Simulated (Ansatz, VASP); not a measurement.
One calculation of MgTiN, two programs

Contents of INCAR:

```
ALGO = Normal ; EDIFF = 1E-6
ENCUT = 520 ; GGA = PE
ISIF = 2 ; ISMEAR = 0
ISPIN = 2 ; LASPH = True
LCHARG = True ; LELF = True
LMAXMIX = 4 ; LORBIT = 11
LREAL = False ; LVHAR = True
LWAVE = False ; MAGMOM = 0 1 0
NBANDS = 20 ; NELM = 150
PREC = Accurate ; SIGMA = 0.1
```

The input KPOINTS:

```
k-points
0
Gamma
  6 6 6
```

Contents of POSCAR:

```
MgTiN
1.0
    3.5766251100      0.0000000000      0.0000000000
   -1.7883125600      3.0974482100      0.0000000000
    0.0000000000      0.0000000000      3.4357384600
Mg Ti N
1 1 1
Direct
    0.0000000000      0.0000000000      0.0000000000
    0.6666666700      0.3333333300      0.5000000000
    0.3333333300      0.6666666700      0.5000000000
```

Input for Ansatz:

```yaml
crystal:
  lattice:
    - [3.57662511, 0.0, 0.0]
    - [-1.78831256, 3.09744821, 0.0]
    - [0.0, 0.0, 3.43573846]
  atoms:
    - { symbol: Mg, position: [0.0, 0.0, 0.0] }
    - { symbol: Ti, position: [0.66666667, 0.33333333, 0.5], spin: 1.0 }
    - { symbol: "N", position: [0.33333333, 0.66666667, 0.5] }
basis:
  ecutwfc: 420
kpoints:
  mp_grid: { grid: [6, 6, 6] }
hamiltonian:
  xc: pbe
scf:
  occupations: { method: gaussian, width: 0.1 }
  lower_state_search: "off"
output:
  forces: true
  stress: true
  eigenvalues: true
  populations: true
magnetization:
  spin_polarized: true
```

Change from the starting cell: species swapped into the GdPPt type (P-6m2, No. 187).

Alike in both runs: task single point; functional PBE; k mesh 6 × 6 × 6; occupations gaussian, width 0.1 eV; collinear spin.

|  | VASP | Ansatz |
| --- | --- | --- |
| version | VASP 6.6.1 | Ansatz 0.2.0 |
| potentials or method | VASP PAW PBE potentials, release 64 (Mg, Ti_sv, N), cutoff 520 eV | scalar-relativistic, plane waves, PAW |
| valence electrons in the cell | 19 | 27 |

|  | VASP | Ansatz | Ansatz less VASP |
| --- | --- | --- | --- |
| gap on the k mesh at the Fermi level (eV) | none | none | - |
| pressure (GPa) | 7.1 | 7.2 | +0.09 |
| traceless stress, the component that is largest in VASP (GPa) | 20.48 | 20.67 | +0.188 |
| net moment per atom (μB) | 0.02 | 0.00 | -0.016 |
| size of the moment on the site where the two differ most (μB) | 0.04 | 0.00 | -0.035 |

Site moments also hang on the region over which each program counts them. A gap of «none» marks a metal or a gap that the smearing closes. With one functional, cell and mesh, what is left measures potentials, basis and numerics. VASP's potentials hold 19 valence electrons a cell and Ansatz's 27, so a difference there can come from the potentials and not from the codes. Ansatz's warnings: seeded moment not kept.
